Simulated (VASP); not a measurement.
## BP: single point with PBEsol

Crystal: BP.

```xyz
2
Lattice="0.0000 2.2601 2.2601 2.2601 0.0000 2.2601 2.2601 2.2601 0.0000" Properties=species:S:1:pos:R:3 pbc="T T T"
B     0.0000    0.0000    0.0000
P     1.1301    1.1301    1.1301
```

```
Program                : VASP 6.6.1
Task                   : single point
Functional             : PBEsol
Potentials or basis    : VASP PAW PBE potentials, release 64 (B, P)
Cutoff                 : 520 eV
k mesh                 : 8 × 8 × 8
Occupations            : fermi-dirac, width 0.02 eV
Spin                   : no spin polarisation
Dipole correction      : no
Further INCAR settings : ALGO = Normal; EDIFF = 1e-07; NBANDS = 11
```

| Item | Value |
| --- | --- |
| Pressure | 0.1 GPa |
| Band gap on the k mesh | 1.15 eV, indirect (least direct gap 3.37 eV) |

Levels at points of the mesh, in eV from the valence-band top:
```
           k point  band 2  band 3  band 4  band 5  band 6  band 7
(0.00, 0.00, 0.00)    0.00    0.00    0.00    3.37    3.37    3.37
(0.50, 0.00, 0.00)   -9.18   -1.78   -1.78    3.80    4.66    4.66
(0.50, 0.50, 0.00)   -8.66   -4.19   -4.19    1.20    1.51   12.21
```

It took 2.6 s on 1 thread of Intel Xeon 6975P-C, on a shared host, peak memory 0.14 GiB.

Caveat: the PAW data sets were made with another functional, which shifts forces and pressure a little. A k mesh can miss the band edges.
